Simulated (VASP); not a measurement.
# TiN (TiN (100), 2 layers) in VASP: notebook

The runs below take TiN (TiN (100), 2 layers) through single point, with PBE.

Program: VASP 6.6.1. These are calculated values, not measurements. Logs are shortened: lines on timing, memory, paths and dates and some standing lists are left out, and cuts for length are marked.

### Step 1. The cell of the first run

The cell holds a slab with vacuum, 4 atoms: a = 3.003 Å, b = 3.003 Å, c = 18.124 Å, α = 90.00°, β = 90.00°, γ = 90.00°.

### Step 2. Single point, PBE

Contents of INCAR:

```
PREC = Accurate
ENCUT = 520
EDIFF = 1E-6
ISMEAR = -1
SIGMA = 0.08
LREAL = False
LASPH = True
NELM = 60
ALGO = Normal
ISIF = 2
LWAVE = False
LCHARG = False
LDIPOL = True
IDIPOL = 3
DIPOL = 0.5 0.5 0.500
GGA = PE
NBANDS = 25
```

Contents of KPOINTS:

```
regular mesh
0
Gamma
  12 12 1
```

Contents of POSCAR:

```
TiN
1.0
    3.0032769429      0.0000000000      0.0000000000
    0.0000000000      3.0032769429      0.0000000000
    0.0000000000      0.0000000000     18.1236000000
Ti N
2 2
Direct
    0.0000000000      0.0000000000      0.4414123714
    0.5000000000      0.5000000000      0.5585876286
    0.5000000000      0.5000000000      0.4414123714
    0.0000000000      0.0000000000      0.5585876286
```

Potentials or basis: VASP PAW PBE potentials, release 64 (Ti_sv, N).

Run with:

```bash
cat potpaw_PBE.64/Ti_sv/POTCAR potpaw_PBE.64/N/POTCAR > POTCAR
mpirun -np 1 vasp_std > vasp.out
```

OUTCAR:

```text
PREC = Accurate
   ENCUT = 520
   EDIFF = 1E-6
   ISMEAR = -1
   LREAL = False
   LASPH = True
   NELM = 60
   ISIF = 2
   GGA = PE

 ion  position               nearest neighbor table
   1  0.000  0.000  0.441-   4 2.12   3 2.12   3 2.12   3 2.12   3 2.12
   2  0.500  0.500  0.559-   3 2.12   4 2.12   4 2.12   4 2.12   4 2.12
   3  0.500  0.500  0.441-   2 2.12   1 2.12   1 2.12   1 2.12   1 2.12
   4  0.000  0.000  0.559-   1 2.12   2 2.12   2 2.12   2 2.12   2 2.12

  LATTYP: Found a simple tetragonal cell.
 ALAT       =     3.0032769429
 C/A-ratio  =     6.0346083110

  Lattice vectors:

 A1 = (   3.0032769429,   0.0000000000,   0.0000000000)
 A2 = (   0.0000000000,   3.0032769429,   0.0000000000)
 A3 = (   0.0000000000,   0.0000000000,  18.1236000000)

Analysis of symmetry for initial positions (statically):
=====================================================================
 Subroutine PRICEL returns:
 Original cell was already a primitive cell.

 Routine SETGRP: Setting up the symmetry group for a
 simple tetragonal supercell.

 Subroutine GETGRP returns: Found 16 space group operations
 (whereof  8 operations were pure point group operations)
 out of a pool of 16 trial point group operations.

The static configuration has the point symmetry C_4v.
 The point group associated with its full space group is D_4h.

Analysis of symmetry for dynamics (positions and initial velocities):
=====================================================================
 Subroutine PRICEL returns:
 Original cell was already a primitive cell.

 Routine SETGRP: Setting up the symmetry group for a
 simple tetragonal supercell.

 Subroutine GETGRP returns: Found 16 space group operations
 (whereof  8 operations were pure point group operations)
 out of a pool of 16 trial point group operations.

The dynamic configuration has the point symmetry C_4v.
 The point group associated with its full space group is D_4h.

 Subroutine INISYM returns: Found 16 space group operations
 (whereof  8 operations are pure point group operations),
 and found     1 'primitive' translations

----------------------------------------------------------------------------------------

                                     Primitive cell

  volume of cell :     163.4689

  direct lattice vectors                    reciprocal lattice vectors
     3.003276943  0.000000000  0.000000000     0.332969626  0.000000000  0.000000000
     0.000000000  3.003276943  0.000000000     0.000000000  0.332969626  0.000000000
     0.000000000  0.000000000 18.123600000     0.000000000  0.000000000  0.055176676

  length of vectors
     3.003276943  3.003276943 18.123600000     0.332969626  0.332969626  0.055176676

  position of ions in fractional coordinates (direct lattice)
     0.000000000  0.000000000  0.441412371
     0.500000000  0.500000000  0.558587629
     0.500000000  0.500000000  0.441412371
     0.000000000  0.000000000  0.558587629

  ion indices of the primitive-cell ions
   primitive index   ion index
                 1           1
                 2           2
                 3           3
                 4           4

----------------------------------------------------------------------------------------

 KPOINTS: regular mesh

Automatic generation of k-mesh.
 Grid dimensions read from file:
 generate k-points for:   12   12    1

 Generating k-lattice:

  Cartesian coordinates                     Fractional coordinates (reciprocal lattice)
     0.027747469  0.000000000  0.000000000     0.083333333  0.000000000  0.000000000
     0.000000000  0.027747469  0.000000000     0.000000000  0.083333333  0.000000000
     0.000000000  0.000000000  0.055176676     0.000000000  0.000000000  1.000000000

  Length of vectors
     0.027747469  0.027747469  0.055176676

  Shift w.r.t. Gamma in fractional coordinates (k-lattice)
     0.000000000  0.000000000  0.000000000

 Subroutine IBZKPT returns following result:
 ===========================================

 Found     28 irreducible k-points:

 Following reciprocal coordinates:
            Coordinates               Weight
  0.000000  0.000000  0.000000      1.000000
  0.083333  0.000000  0.000000      4.000000
  0.166667  0.000000  0.000000      4.000000
  0.250000  0.000000  0.000000      4.000000
  0.333333  0.000000  0.000000      4.000000
  0.416667  0.000000  0.000000      4.000000
[... 16 lines left out ...]
  0.333333  0.333333  0.000000      4.000000
  0.416667  0.333333  0.000000      8.000000
 [... further k-points ...]
   k-points           NKPTS =     28   k-points in BZ     NKDIM =     28   number of bands    NBANDS=     25
   number of dos      NEDOS =    301   number of ions     NIONS =      4
   total plane-waves  NPLWV =  80640
   dimension x,y,z NGX =    24 NGY =   24 NGZ =  140
   dimension x,y,z NGXF=    48 NGYF=   48 NGZF=  280
   ions per type =               2   2
   NGX,Y,Z   is equivalent  to a cutoff of  13.29, 13.29, 12.84 a.u.
   NGXF,Y,Z  is equivalent  to a cutoff of  26.57, 26.57, 25.68 a.u.
 SYSTEM =  unknown system
   PREC   = accura    normal or accurate (medium, high low for compatibility)
   ISTART =      0    job   : 0-new  1-cont  2-samecut
   ICHARG =      2    charge: 1-file 2-atom 10-const
   ISPIN  =      1    spin polarized calculation?
   LNONCOLLINEAR =      F non collinear calculations
   LSORBIT =      F    spin-orbit coupling
   LASPH  =      T    aspherical Exc in radial PAW
   ENCUT  =  520.0 eV  38.22 Ry    6.18 a.u.   5.58  5.58 33.70*2*pi/ulx,y,z
   NELM   =     60;   NELMIN=  2; NELMDL= -5     # of ELM steps
   EDIFF  = 0.1E-05   stopping-criterion for ELM
   LREAL  =      F    real-space projection
   EDIFFG = 0.1E-04   stopping-criterion for IOM
   NSW    =      0    number of steps for IOM
   IBRION =     -1    ionic relax: 0-MD 1-quasi-New 2-CG
   NFREE  =      0    steps in history (QN), initial steepest desc. (CG)
   ISIF   =      2    stress and relaxation
   ISYM   =      2    0-nonsym 1-usesym 2-fastsym
   POTIM  = 0.5000    time-step for ionic-motion
   TEBEG  =    0.0;   TEEND  =   0.0 temperature during run
   PSTRESS=    0.0 pullay stress
   NELECT =      34.0000    total number of electrons
   NUPDOWN=      -1.0000    fix difference up-down
   EMIN   =  10.00;   EMAX   =-10.00  energy-range for DOS
   EFERMI =   0.00;   METHOD = LEGACY
   ISMEAR =    -1;   SIGMA  =   0.08  broadening in eV -4-tet -1-fermi 0-gaus
   EFERMI_NEDOS =   21; number of points for ismear=-14 and -15
   IALGO  =     38    algorithm
   IMIX   =      4    mixing-type and parameters
     AMIX     =   0.40;   BMIX     =  1.00
     AMIX_MAG =   1.60;   BMIX_MAG =  1.00
  volume/ion in A,a.u.               =      40.87       275.79
  Fermi-wavevector in a.u.,A,eV,Ry     =   0.969965  1.832968 12.800798  0.940832
  Thomas-Fermi vector in A             =   2.100061
   LORBIT       =      0    0 simple, 1 ext, 2 COOP (PROOUT), +10 PAW based schemes
   GGA     = PE    functional components
   LHFCALC =     F    Hartree Fock is set to
   AEXX    =    0.0000 exact exchange contribution
   IVDW    =     0    specifies the selected vdW correction
   LEPSILON=     F    determine dielectric tensor
   LRPA    =     F    only Hartree local field effects (RPA)
 non-spin polarized calculation
  energy-cutoff  :      520.00
  volume of cell :      163.47
 maximum number of plane-waves:      4433
 NGX is ok and might be reduce to    24
   NGX = 11   NGY = 11   NGZ = 67

 dipolmoment           0.000000      0.000000      0.000000 electrons x Angstroem

 number of electron      33.9999996 magnetization

 dipolmoment           0.000000      0.000000     -0.000000 electrons x Angstroem

 Free energy of the ion-electron system (eV)
  ---------------------------------------------------
  ext. energy  EPLUGINS =         0.00000000
  ---------------------------------------------------
  free energy    TOTEN  =       -37.64260795 eV

  energy without entropy =      -37.59176262  energy(sigma->0) =      -37.61718529

 E-fermi :   0.4653     XC(G=0):  -4.1989

 val. band max:        0.4394231573   @ k =   0.1667   0.0833   0.0000
 cond. band min:       0.5295776604   @ k =   0.4167   0.1667   0.0000
 fundamental gap:      0.0901545031
 Fermi energy:         0.4652714955

 k-point     1 :       0.0000    0.0000    0.0000
  band No.  band energies     occupation
      1     -57.3154      2.00000
      2     -57.2539      2.00000
      3     -33.7656      2.00000
      4     -33.5052      2.00000
      5     -33.4272      2.00000
      6     -33.4272      2.00000
[... 17 lines left out ...]
     24       2.1663      0.00000
     25       2.5127      0.00000

 k-point     2 :       0.0833    0.0000    0.0000
  band No.  band energies     occupation
      1     -57.3122      2.00000
      2     -57.2529      2.00000
      3     -33.7623      2.00000
      4     -33.5232      2.00000
      5     -33.4323      2.00000
      6     -33.4226      2.00000
[... 17 lines left out ...]
     24       2.4477      0.00000
     25       2.5315      0.00000

 k-point     3 :       0.1667    0.0000    0.0000
  band No.  band energies     occupation
      1     -57.3035      2.00000
      2     -57.2503      2.00000
      3     -33.7548      2.00000
      4     -33.5759      2.00000
      5     -33.4429      2.00000
      6     -33.4098      2.00000
[... 552 lines left out ...]
 k-point    23 :       0.3333    0.3333    0.0000
  band No.  band energies     occupation
      1     -57.2465      2.00000
      2     -57.2310      2.00000
      3     -33.7118      2.00000
      4     -33.6409      2.00000
      5     -33.6280      2.00000
      6     -33.5424      2.00000
[... 17 lines left out ...]
     24       3.0273      0.00000
     25       3.9204      0.00000

 k-point    24 :       0.4167    0.3333    0.0000
  band No.  band energies     occupation
      1     -57.2372      2.00000
      2     -57.2292      2.00000
      3     -33.7159      2.00000
      4     -33.6907      2.00000
      5     -33.5981      2.00000
      6     -33.5572      2.00000
[... 17 lines left out ...]
     24       2.9961      0.00000
     25       4.1625      0.00000

 [... further k-points ...]

------------------------ aborting loop because EDIFF is reached ----------------------------------------

 vacuum level on the upper side and lower side of the slab       (xc-potential included)        -0.232        -0.232

  FORCE on cell =-STRESS in cart. coord.  units (eV):
  Direction    XX          YY          ZZ          XY          YZ          ZX
  --------------------------------------------------------------------------------------
  -------------------------------------------------------------------------------------
  Total       -5.3191746     -5.3191746     -2.6775776      0.0000000      0.0000000      0.0000000
  in kB      -52.1338258    -52.1338258    -26.2432378      0.0000000      0.0000000      0.0000000
  external PRESSURE =     -43.5036298 kB  Pullay stress =       0.0000000 kB

 VOLUME and BASIS-vectors are now :
 -----------------------------------------------------------------------------
  energy-cutoff  :      520.00
  volume of cell :      163.47
      direct lattice vectors                 reciprocal lattice vectors
     3.003276943  0.000000000  0.000000000     0.332969626  0.000000000  0.000000000
     0.000000000  3.003276943  0.000000000     0.000000000  0.332969626  0.000000000
     0.000000000  0.000000000 18.123600000     0.000000000  0.000000000  0.055176676

 POSITION                                       TOTAL-FORCE (eV/Angst)
 -----------------------------------------------------------------------------------
      0.00000      0.00000      7.99998        -0.000000      0.000000      1.599215
      1.50164      1.50164     10.12362         0.000000     -0.000000     -1.599215
      1.50164      1.50164      7.99998        -0.000000     -0.000000     -0.354933
      0.00000      0.00000     10.12362        -0.000000      0.000000      0.354933
 -----------------------------------------------------------------------------------
    total drift:                                0.000000      0.000000     -0.000000

  FREE ENERGIE OF THE ION-ELECTRON SYSTEM (eV)
  ---------------------------------------------------
  free  energy   TOTEN  =       -37.6426079526 eV

  energy  without entropy=      -37.5917626238  energy(sigma->0) =      -37.61718529

 vacuum level on the upper side and lower side of the slab         3.158         3.158
```

Run time: 1.9 min. Hardware: 1 thread of Intel Xeon Platinum 8375C at 2.90GHz (Ice Lake), shared host; peak memory 0.32 GiB.

Results:

```yaml
Free_energy: -37.6426 eV
Largest_force: 1.599 eV/Å
Band_gap_on_the_k_mesh: zero (band 17 reaches 1.52 eV, above the bottom of band 18 at -0.70 eV)
```

Forces in eV/Å, atoms in the order of the input:
```
Ti   0.000  0.000  1.599
Ti   0.000  0.000 -1.599
N    0.000  0.000 -0.355
N    0.000  0.000  0.355
```

### Step 3. Single point, PBE

Contents of INCAR:

```
PREC = Accurate
ENCUT = 520
EDIFF = 1E-6
ISMEAR = -1
SIGMA = 0.08
LREAL = F
LASPH = T
NELM = 100
ALGO = Normal
ISIF = 2
LWAVE = F
LCHARG = F
LDIPOL = T
IDIPOL = 3
DIPOL = 0.5 0.5 0.500
GGA = PE
NBANDS = 25
```

Contents of KPOINTS:

```
Automatic mesh
0
Gamma
  12 12 1
```

Contents of POSCAR:

```
TiN
1.0
    3.0032769429      0.0000000000      0.0000000000
    0.0000000000      3.0032769429      0.0000000000
    0.0000000000      0.0000000000     18.1236000000
Ti N
2 2
Direct
    0.0000000000      0.0000000000      0.4470289685
    0.5000000000      0.5000000000      0.5529710348
    0.5000000000      0.5000000000      0.4390954988
    0.0000000000      0.0000000000      0.5609044979
```

Potentials or basis: VASP PAW PBE potentials, release 64 (Ti_sv, N).

Run with:

```bash
cat potpaw_PBE.64/Ti_sv/POTCAR potpaw_PBE.64/N/POTCAR > POTCAR
mpirun -np 1 vasp_std > vasp.out
```

Wall time 2 min (1 thread of Intel Xeon Platinum 8375C at 2.90GHz (Ice Lake), shared host); peak memory 0.31 GiB.

The run converged. Its results:

```yaml
Free_energy: -37.8189 eV
Largest_force: 0.022 eV/Å
Band_gap_on_the_k_mesh: zero (band 17 reaches 1.77 eV, above the bottom of band 18 at -0.98 eV)
```

Forces on the atoms (eV/Å):
```
Ti   0.000  0.000 -0.022
Ti   0.000  0.000  0.022
N    0.000  0.000 -0.018
N    0.000  0.000  0.018
```

Levels at points of the mesh, in eV from the Fermi level:
```
           k point  band 14  band 15  band 16  band 17  band 18  band 19  band 20  band 21
(0.00, 0.00, 0.00)    -2.49    -2.45    -2.22    -2.22    -0.75    -0.01     0.38     0.38
(0.50, 0.00, 0.00)    -4.80    -4.43    -4.43     1.17     1.17     1.48     1.48     2.16
(0.50, 0.50, 0.00)    -3.99    -3.19    -3.19    -1.57    -1.57     2.15     2.15     2.27
```

(Part 1 of 2 ends here.)
